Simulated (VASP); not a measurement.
# YF5 (P6/mmm) in VASP: notebook

The runs below take YF5 through single point, with PBE.

Program: VASP 6.6.1. These are calculated values, not measurements. Logs are shortened: lines on timing, memory, paths and dates and some standing lists are left out, and cuts for length are marked.

## 1. The cell of the first run

The structure is hexagonal, space group P6/mmm (No. 191). Conventional cell: a = 4.286 Å, b = 4.286 Å, c = 4.452 Å, α = 90.00°, β = 90.00°, γ = 120.00°. Within 2.9 Å of Y (site symmetry 6/mmm) lie 14 F at 2.23 to 2.65 Å. Within 2.8 Å of F (site symmetry 3m) lie 8 F at 1.89 to 2.79 Å and 3 Y at 2.65 Å. F (site symmetry 6/mmm) has 2 Y at 2.23 Å and 12 F at 2.79 Å within 2.9 Å.

The cell was generated, and may not be a known phase.

## 2. Single point, PBE, collinear spin

INCAR

```
SYSTEM = YF5
ALGO     = Normal         ! electronic algorithm
EDIFF    = 1E-6           ! SCF threshold, eV
ENCUT    = 520            ! plane-wave cutoff, eV
GGA      = PE             ! functional
ISIF     = 2              ! what is computed and relaxed
ISMEAR   = 0              ! smearing method
ISPIN    = 2              ! spin polarisation
LASPH    = .True.         ! aspherical terms in the spheres
LCHARG   = .False.        ! write CHGCAR
LMAXMIX  = 4              ! l up to which the mixer works
LORBIT   = 11             ! projections on sites
LREAL    = .False.        ! projectors in reciprocal space
LWAVE    = .False.        ! write WAVECAR
MAGMOM   = 0 0.51 0.51 0.51 0.51 0 ! initial moments
NBANDS   = 36             ! bands
NELM     = 150            ! most SCF steps
PREC     = Accurate       ! precision mode
SIGMA    = 0.01           ! smearing width, eV
```

KPOINTS

```
k-points
0
Gamma
  12 12 8
  0 0 0
```

POSCAR

```
YF5
1.0
    4.2855434981      0.0000000000      0.0000000000
   -2.1427717490      3.7113895384      0.0000000000
    0.0000000000      0.0000000000      4.4515928399
Y F
1 5
Direct
    0.0000000000      0.0000000000      0.5000000000
    0.6666666667      0.3333333333      0.7123025999
    0.6666666667      0.3333333333      0.2876974001
    0.3333333333      0.6666666667      0.2876974001
    0.3333333333      0.6666666667      0.7123025999
    0.0000000000      0.0000000000      0.0000000000
```

Potentials or basis: VASP PAW PBE potentials, release 64 (Y_sv, F).

The run is started by

```bash
cat potpaw_PBE.64/Y_sv/POTCAR potpaw_PBE.64/F/POTCAR > POTCAR
mpirun -np 1 vasp_std > vasp.out
```

OUTCAR:

```text
SYSTEM = YF5
   EDIFF = 1E-6
   ENCUT = 520
   GGA = PE
   ISIF = 2
   ISMEAR = 0
   ISPIN = 2
   LASPH = .True.
   LORBIT = 11
   LREAL = .False.
   NELM = 150
   PREC = Accurate

 ion  position               nearest neighbor table
   1  0.000  0.000  0.500-   6 2.23   6 2.23   4 2.65   5 2.65   2 2.65   3 2.65   4 2.65   5 2.65
                             2 2.65   3 2.65   2 2.65   3 2.65   4 2.65   5 2.65
   2  0.667  0.333  0.712-   3 1.89   1 2.65   1 2.65   1 2.65
   3  0.667  0.333  0.288-   2 1.89   1 2.65   1 2.65   1 2.65
   4  0.333  0.667  0.288-   5 1.89   1 2.65   1 2.65   1 2.65
   5  0.333  0.667  0.712-   4 1.89   1 2.65   1 2.65   1 2.65
   6  0.000  0.000  0.000-   1 2.23   1 2.23

  LATTYP: Found a hexagonal cell.
 ALAT       =     4.2855434981
 C/A-ratio  =     1.0387463905

  Lattice vectors:

 A1 = (   4.2855434981,   0.0000000000,   0.0000000000)
 A2 = (  -2.1427717490,   3.7113895384,   0.0000000000)
 A3 = (   0.0000000000,   0.0000000000,   4.4515928399)

Analysis of symmetry for initial positions (statically):
=====================================================================
 Subroutine PRICEL returns:
 Original cell was already a primitive cell.

 Routine SETGRP: Setting up the symmetry group for a
 hexagonal supercell.

 Subroutine GETGRP returns: Found 24 space group operations
 (whereof 24 operations were pure point group operations)
 out of a pool of 24 trial point group operations.

The static configuration has the point symmetry D_6h.

Analysis of symmetry for dynamics (positions and initial velocities):
=====================================================================
 Subroutine PRICEL returns:
 Original cell was already a primitive cell.

 Routine SETGRP: Setting up the symmetry group for a
 hexagonal supercell.

 Subroutine GETGRP returns: Found 24 space group operations
 (whereof 24 operations were pure point group operations)
 out of a pool of 24 trial point group operations.

The dynamic configuration has the point symmetry D_6h.

Analysis of structural, dynamic, and magnetic symmetry:
=====================================================================
 Subroutine PRICEL returns:
 Original cell was already a primitive cell.

 Routine SETGRP: Setting up the symmetry group for a
 hexagonal supercell.

 Subroutine GETGRP returns: Found 24 space group operations
 (whereof 24 operations were pure point group operations)
 out of a pool of 24 trial point group operations.

The overall configuration has the point symmetry D_6h.

 Subroutine INISYM returns: Found 24 space group operations
 (whereof 24 operations are pure point group operations),
 and found     1 'primitive' translations

----------------------------------------------------------------------------------------

                                     Primitive cell

  volume of cell :      70.8040

  direct lattice vectors                    reciprocal lattice vectors
     4.285543498  0.000000000  0.000000000     0.233342632  0.134720431  0.000000000
    -2.142771749  3.711389538  0.000000000     0.000000000  0.269440863  0.000000000
     0.000000000  0.000000000  4.451592840     0.000000000  0.000000000  0.224638694

  length of vectors
     4.285543498  4.285543498  4.451592840     0.269440863  0.269440863  0.224638694

  position of ions in fractional coordinates (direct lattice)
     0.000000000  0.000000000  0.500000000
     0.666666667  0.333333333  0.712302600
     0.666666667  0.333333333  0.287697400
     0.333333333  0.666666667  0.287697400
     0.333333333  0.666666667  0.712302600
     0.000000000  0.000000000  0.000000000

  ion indices of the primitive-cell ions
   primitive index   ion index
                 1           1
                 2           2
                 3           3
                 4           4
                 5           5
                 6           6

----------------------------------------------------------------------------------------

 KPOINTS: k-points

Automatic generation of k-mesh.
 Grid dimensions read from file:
 generate k-points for:   12   12    8

 Generating k-lattice:

  Cartesian coordinates                     Fractional coordinates (reciprocal lattice)
     0.019445219  0.011226703  0.000000000     0.083333333 -0.000000000  0.000000000
     0.000000000  0.022453405  0.000000000     0.000000000  0.083333333  0.000000000
     0.000000000  0.000000000  0.028079837     0.000000000  0.000000000  0.125000000

  Length of vectors
     0.022453405  0.022453405  0.028079837

  Shift w.r.t. Gamma in fractional coordinates (k-lattice)
     0.000000000  0.000000000  0.000000000

 Subroutine IBZKPT returns following result:
 ===========================================

 Found     95 irreducible k-points:

 Following reciprocal coordinates:
            Coordinates               Weight
  0.000000  0.000000  0.000000      1.000000
  0.083333  0.000000  0.000000      6.000000
  0.166667 -0.000000  0.000000      6.000000
  0.250000 -0.000000  0.000000      6.000000
  0.333333  0.000000  0.000000      6.000000
  0.416667 -0.000000  0.000000      6.000000
[... 16 lines left out ...]
  0.250000 -0.000000  0.125000     12.000000
  0.333333  0.000000  0.125000     12.000000
 [... further k-points ...]
   k-points           NKPTS =     95   k-points in BZ     NKDIM =     95   number of bands    NBANDS=     36
   number of dos      NEDOS =    301   number of ions     NIONS =      6
   total plane-waves  NPLWV =  36864
   dimension x,y,z NGX =    32 NGY =   32 NGZ =   36
   dimension x,y,z NGXF=    64 NGYF=   64 NGZF=   72
   ions per type =               1   5
   NGX,Y,Z   is equivalent  to a cutoff of  12.41, 12.41, 13.44 a.u.
   NGXF,Y,Z  is equivalent  to a cutoff of  24.83, 24.83, 26.89 a.u.
 SYSTEM =  YF5
   PREC   = accura    normal or accurate (medium, high low for compatibility)
   ISTART =      0    job   : 0-new  1-cont  2-samecut
   ICHARG =      2    charge: 1-file 2-atom 10-const
   ISPIN  =      2    spin polarized calculation?
   LNONCOLLINEAR =      F non collinear calculations
   LSORBIT =      F    spin-orbit coupling
   LASPH  =      T    aspherical Exc in radial PAW
   ENCUT  =  520.0 eV  38.22 Ry    6.18 a.u.   7.97  7.97  8.28*2*pi/ulx,y,z
   NELM   =    150;   NELMIN=  2; NELMDL= -5     # of ELM steps
   EDIFF  = 0.1E-05   stopping-criterion for ELM
   LREAL  =      F    real-space projection
   EDIFFG = 0.1E-04   stopping-criterion for IOM
   NSW    =      0    number of steps for IOM
   IBRION =     -1    ionic relax: 0-MD 1-quasi-New 2-CG
   NFREE  =      0    steps in history (QN), initial steepest desc. (CG)
   ISIF   =      2    stress and relaxation
   ISYM   =      2    0-nonsym 1-usesym 2-fastsym
   POTIM  = 0.5000    time-step for ionic-motion
   TEBEG  =    0.0;   TEEND  =   0.0 temperature during run
   PSTRESS=    0.0 pullay stress
   NELECT =      46.0000    total number of electrons
   NUPDOWN=      -1.0000    fix difference up-down
   EMIN   =  10.00;   EMAX   =-10.00  energy-range for DOS
   EFERMI =   0.00;   METHOD = LEGACY
   ISMEAR =     0;   SIGMA  =   0.01  broadening in eV -4-tet -1-fermi 0-gaus
   EFERMI_NEDOS =   21; number of points for ismear=-14 and -15
   IALGO  =     38    algorithm
   IMIX   =      4    mixing-type and parameters
     AMIX     =   0.40;   BMIX     =  1.00
     AMIX_MAG =   1.60;   BMIX_MAG =  1.00
  volume/ion in A,a.u.               =      11.80        79.63
  Fermi-wavevector in a.u.,A,eV,Ry     =   1.417887  2.679417 27.353183  2.010402
  Thomas-Fermi vector in A             =   2.539070
   LORBIT       =     11    0 simple, 1 ext, 2 COOP (PROOUT), +10 PAW based schemes
   GGA     = PE    functional components
   LHFCALC =     F    Hartree Fock is set to
   AEXX    =    0.0000 exact exchange contribution
   IVDW    =     0    specifies the selected vdW correction
   LEPSILON=     F    determine dielectric tensor
   LRPA    =     F    only Hartree local field effects (RPA)
 spin polarized calculation
 Gauss-broadening in eV      SIGMA  =   0.01
  energy-cutoff  :      520.00
  volume of cell :       70.80
 maximum number of plane-waves:      1926
 NGX is ok and might be reduce to    32
   NGX = 15   NGY = 15   NGZ = 17

 number of electron      45.9999992 magnetization       1.9999197

 Free energy of the ion-electron system (eV)
  ---------------------------------------------------
  ext. energy  EPLUGINS =         0.00000000
  ---------------------------------------------------
  free energy    TOTEN  =       -29.89719792 eV

  energy without entropy =      -29.89719792  energy(sigma->0) =      -29.89719792

 E-fermi :  -0.6283     XC(G=0): -10.2816

 val. band max:       -0.6670892109   @ k =   0.0000   0.0000   0.5000
 cond. band min:      -0.5590966275   @ k =   0.0000   0.0000   0.5000
 fundamental gap:      0.1079925834
 Fermi energy:        -0.6283248769

 spin component 1

 k-point     1 :       0.0000    0.0000    0.0000
  band No.  band energies     occupation
      1     -41.1010      1.00000
      2     -23.2138      1.00000
      3     -22.3244      1.00000
      4     -21.7024      1.00000
      5     -20.9845      1.00000
      6     -20.9845      1.00000
[... 27 lines left out ...]
     34      16.2227      0.00000
     35      17.0441      0.00000
[... 843 lines left out ...]
      5     -21.0459      1.00000
      6     -21.0031      1.00000
[... 27 lines left out ...]
     34      16.3675      0.00000
     35      16.7045      0.00000

 [... further k-points ...]

 spin component 2

 k-point     1 :       0.0000    0.0000    0.0000
  band No.  band energies     occupation
      1     -41.1120      1.00000
      2     -22.3463      1.00000
      3     -21.3726      1.00000
      4     -21.2770      1.00000
      5     -21.0008      1.00000
      6     -21.0008      1.00000
[... 27 lines left out ...]
     34      16.2512      0.00000
     35      17.1979      0.00000
[... 843 lines left out ...]
      5     -21.0193      1.00000
      6     -20.5314      1.00000
[... 27 lines left out ...]
     34      16.4996      0.00000
     35      16.8059      0.00000

 [... further k-points ...]

 [bands above 35 left out]

------------------------ aborting loop because EDIFF is reached ----------------------------------------

  FORCE on cell =-STRESS in cart. coord.  units (eV):
  Direction    XX          YY          ZZ          XY          YZ          ZX
  --------------------------------------------------------------------------------------
  -------------------------------------------------------------------------------------
  Total       -0.1499697     -0.1499697     -0.0705225     -0.0000000      0.0000000      0.0000000
  in kB       -3.3935653     -3.3935653     -1.5958076     -0.0000000      0.0000000      0.0000000
  external PRESSURE =      -2.7943127 kB  Pullay stress =       0.0000000 kB

 VOLUME and BASIS-vectors are now :
 -----------------------------------------------------------------------------
  energy-cutoff  :      520.00
  volume of cell :       70.80
      direct lattice vectors                 reciprocal lattice vectors
     4.285543498  0.000000000  0.000000000     0.233342632  0.134720431  0.000000000
    -2.142771749  3.711389538  0.000000000     0.000000000  0.269440863  0.000000000
     0.000000000  0.000000000  4.451592840     0.000000000  0.000000000  0.224638694

 POSITION                                       TOTAL-FORCE (eV/Angst)
 -----------------------------------------------------------------------------------
      0.00000      0.00000      2.22580        -0.000000      0.000000      0.000000
      2.14277      1.23713      3.17088        -0.000000      0.000000      0.024180
      2.14277      1.23713      1.28071        -0.000000      0.000000     -0.024180
     -0.00000      2.47426      1.28071         0.000000      0.000000     -0.024180
     -0.00000      2.47426      3.17088         0.000000      0.000000      0.024180
      0.00000      0.00000      0.00000        -0.000000      0.000000      0.000000
 -----------------------------------------------------------------------------------
    total drift:                               -0.000000      0.000000      0.000000

  FREE ENERGIE OF THE ION-ELECTRON SYSTEM (eV)
  ---------------------------------------------------
  free  energy   TOTEN  =       -29.8971979210 eV

  energy  without entropy=      -29.8971979210  energy(sigma->0) =      -29.89719792

 total charge

# of ion       s       p       d       f       tot
--------------------------------------------------
    1        2.100   6.226   0.598   0.097   9.022
    2        1.757   4.206   0.000   0.000   5.963
    3        1.757   4.206   0.000   0.000   5.963
    4        1.757   4.206   0.000   0.000   5.963
    5        1.757   4.206   0.000   0.000   5.963
    6        1.737   4.368   0.000   0.000   6.105
--------------------------------------------------
tot         10.864  27.419   0.598   0.097  38.979

 magnetization (x)

# of ion       s       p       d       f       tot
--------------------------------------------------
    1       -0.003  -0.009  -0.018  -0.002  -0.032
    2        0.004   0.452   0.000   0.000   0.456
    3        0.004   0.452   0.000   0.000   0.456
    4        0.004   0.452   0.000   0.000   0.456
    5        0.004   0.452   0.000   0.000   0.456
    6        0.000   0.048   0.000   0.000   0.049
--------------------------------------------------
tot          0.013   1.846  -0.018  -0.002   1.840
```

Wall time 10 min (1 thread of Intel Xeon 8259CL, shared host); peak memory 0.47 GiB.

What came out:

| Property | Result |
| --- | --- |
| Free energy | -29.8972 eV |
| Pressure | -0.3 GPa |
| Largest force | 0.024 eV/Å |
| Band gap on the k mesh | 0.11 eV |
| Net moment | 2.00 μB per cell |
| Site moments | Y -0.03; F +0.46, +0.05 (each value once) μB |
| Valence electrons inside the program's atomic spheres | Y 9.02; F 5.96, 6.11 (each value once) |

Forces in eV/Å, atoms in the order of the input:
```
Y    0.000  0.000  0.000
F    0.000  0.000  0.024
F    0.000  0.000 -0.024
F    0.000  0.000 -0.024
F    0.000  0.000  0.024
F    0.000  0.000  0.000
```

Stress tensor (GPa, compression positive):
```
-0.34  0.00  0.00
 0.00 -0.34  0.00
 0.00  0.00 -0.16
```

(Part 1 of 2 ends here.)
